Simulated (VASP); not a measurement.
# Sb (Pm-3m) in VASP: a series of runs, part 2 of 2

VASP 6.6.1.

## Step 5: Single point, PBE (volume scaled by 0.97)

INCAR reads:

```
ALGO     = Normal         # electronic algorithm
EDIFF    = 1E-6           # SCF threshold, eV
ENCUT    = 520            # plane-wave cutoff, eV
GGA      = PE             # functional
ISIF     = 2              # what is computed and relaxed
ISMEAR   = 0              # smearing method
LASPH    = True           # aspherical terms in the spheres
LCHARG   = False          # write CHGCAR
LREAL    = False          # projectors in reciprocal space
LWAVE    = False          # write WAVECAR
NBANDS   = 8              # bands
NELM     = 100            # most SCF steps
PREC     = Accurate       # precision mode
SIGMA    = 0.1            # smearing width, eV
```

KPOINTS reads:

```
k-points
0
Gamma
  14 14 14
```

POSCAR reads:

```
Sb
1.0
    3.0790402508      0.0000000000      0.0000000000
    0.0000000000      3.0790402508      0.0000000000
    0.0000000000      0.0000000000      3.0790402508
Sb
1
Direct
    0.0000000000      0.0000000000      0.0000000000
```

Potentials or basis: VASP PAW PBE potentials, release 64 (Sb).

Launch:

```
cat potpaw_PBE.64/Sb/POTCAR > POTCAR
mpirun -np 1 vasp_std > vasp.out
```

OUTCAR:

```text
EDIFF = 1E-6
   ENCUT = 520
   GGA = PE
   ISIF = 2
   ISMEAR = 0
   LASPH = True
   LREAL = False
   NELM = 100
   PREC = Accurate

 ion  position               nearest neighbor table
   1  0.000  0.000  0.000-

  LATTYP: Found a simple cubic cell.
 ALAT       =     3.0790402508

  Lattice vectors:

 A1 = (   3.0790402508,   0.0000000000,   0.0000000000)
 A2 = (   0.0000000000,   3.0790402508,   0.0000000000)
 A3 = (   0.0000000000,   0.0000000000,   3.0790402508)

Analysis of symmetry for initial positions (statically):
=====================================================================
 Subroutine PRICEL returns:
 Original cell was already a primitive cell.

 Routine SETGRP: Setting up the symmetry group for a
 simple cubic supercell.

 Subroutine GETGRP returns: Found 48 space group operations
 (whereof 48 operations were pure point group operations)
 out of a pool of 48 trial point group operations.

The static configuration has the point symmetry O_h .

Analysis of symmetry for dynamics (positions and initial velocities):
[... 160 lines left out ...]
 val. band max:        7.3065077120   @ k =   0.4286   0.2857   0.2857
 cond. band min:       7.3626948608   @ k =   0.2857   0.2143   0.0000
 fundamental gap:      0.0561871488
 Fermi energy:         7.3563822397

 k-point     1 :       0.0000    0.0000    0.0000
  band No.  band energies     occupation
      1      -5.1426      2.00000
      2      10.7349      0.00000
      3      10.7349      0.00000
      4      10.7349      0.00000
      5      14.3522      0.00000
      6      14.3522      0.00000
      7      15.8097      0.00000
      8      25.1716      0.00000
[... 243 lines left out ...]
 k-point    24 :       0.3571    0.2143    0.0000
  band No.  band energies     occupation
      1      -2.7393      2.00000
      2       3.7787      2.00000
      3       7.8612      0.00000
      4      12.9378      0.00000
      5      14.4934      0.00000
      6      16.9954      0.00000
      7      20.3790      0.00000
      8      20.5505      0.00000

 [... further k-points ...]

------------------------ aborting loop because EDIFF is reached ----------------------------------------

  FORCE on cell =-STRESS in cart. coord.  units (eV):
  Direction    XX          YY          ZZ          XY          YZ          ZX
  --------------------------------------------------------------------------------------
  -------------------------------------------------------------------------------------
  Total        0.3169103      0.3169103      0.3169103     -0.0000000     -0.0000000      0.0000000
  in kB       17.3940571     17.3940571     17.3940571     -0.0000000     -0.0000000      0.0000000
  external PRESSURE =      17.3940571 kB  Pullay stress =       0.0000000 kB

 VOLUME and BASIS-vectors are now :
 -----------------------------------------------------------------------------
  energy-cutoff  :      520.00
  volume of cell :       29.19
      direct lattice vectors                 reciprocal lattice vectors
     3.079040251  0.000000000  0.000000000     0.324776527  0.000000000  0.000000000
     0.000000000  3.079040251  0.000000000     0.000000000  0.324776527  0.000000000
     0.000000000  0.000000000  3.079040251     0.000000000  0.000000000  0.324776527

 POSITION                                       TOTAL-FORCE (eV/Angst)
 -----------------------------------------------------------------------------------
      0.00000      0.00000      0.00000         0.000000      0.000000      0.000000
 -----------------------------------------------------------------------------------
    total drift:                               -0.000000      0.000000      0.000000

  FREE ENERGIE OF THE ION-ELECTRON SYSTEM (eV)
  ---------------------------------------------------
  free  energy   TOTEN  =        -4.0916787607 eV

  energy  without entropy=       -4.0879175748  energy(sigma->0) =       -4.08979817
```

It took 6.9 s on 1 thread of Intel Xeon 6975P-C, shared host; peak memory 0.15 GiB.

What came out:

* Free energy: -4.0917 eV
* Pressure: 1.7 GPa

Caveat: spin-orbit coupling is left out, which moves the levels of the heavy elements.

## Step 6: Single point, PBE (volume scaled by 1.03)

INCAR reads:

```
  ALGO = Normal
  EDIFF = 1E-7
  ENCUT = 520
  GGA = PE
  ISIF = 2
  ISMEAR = 0
  LASPH = True
  LCHARG = False
  LREAL = False
  LWAVE = False
  NBANDS = 8
  NELM = 100
  PREC = Accurate
  SIGMA = 0.1
```

KPOINTS is that of step 5.

POSCAR reads:

```
Sb
1.0
    3.1412598475      0.0000000000      0.0000000000
    0.0000000000      3.1412598475      0.0000000000
    0.0000000000      0.0000000000      3.1412598475
Sb
1
Direct
    0.0000000000      0.0000000000      0.0000000000
```

Potentials or basis: VASP PAW PBE potentials, release 64 (Sb).

Launch:

```
cat potpaw_PBE.64/Sb/POTCAR > POTCAR
mpirun -np 1 vasp_std > vasp.out
```

It took 7.5 s on 1 thread of Intel Xeon 6975P-C, shared host; peak memory 0.15 GiB.

The run converged. Its results:

* Free energy: -4.0919 eV
* Pressure: -1.5 GPa

Levels at points of the mesh, in eV from the Fermi level:
| k point | band 1 | band 2 | band 3 | band 4 | band 5 | band 6 |
| --- | --- | --- | --- | --- | --- | --- |
| (0.00, 0.00, 0.00) | -12.03 | 3.24 | 3.24 | 3.24 | 6.95 | 6.95 |
| (0.50, 0.00, 0.00) | -9.75 | -5.25 | 5.12 | 5.12 | 8.96 | 10.57 |
| (0.50, 0.50, 0.00) | -7.34 | -3.30 | -3.30 | 2.39 | 7.02 | 12.60 |
| (0.50, 0.50, 0.50) | -4.68 | -1.48 | -1.48 | -1.48 | 4.95 | 4.95 |

Caveat: spin-orbit coupling is left out, which moves the levels of the heavy elements.

## Step 7: Overview

```csv
cell,gap on the mesh (eV),pressure (GPa)
"a = 2.981 Å, 1 atom",none,9.2
"a = 3.014 Å, 1 atom",none,6.3
"a = 3.047 Å, 1 atom",none,3.8
"a = 3.079 Å, 1 atom",none,1.7
"a = 3.141 Å, 1 atom",none,-1.5
```

Alike in all rows: task single point; level PBE; potentials or basis VASP PAW PBE potentials, release 64 (Sb); no spin polarisation; k mesh 14 × 14 × 14; cutoff (eV) 520; smearing gaussian 0.1 eV.

Caveats: spin-orbit coupling is left out, which moves the levels of the heavy elements.

Total energies depend on the potentials used, so only differences within one code and one set of settings carry meaning.
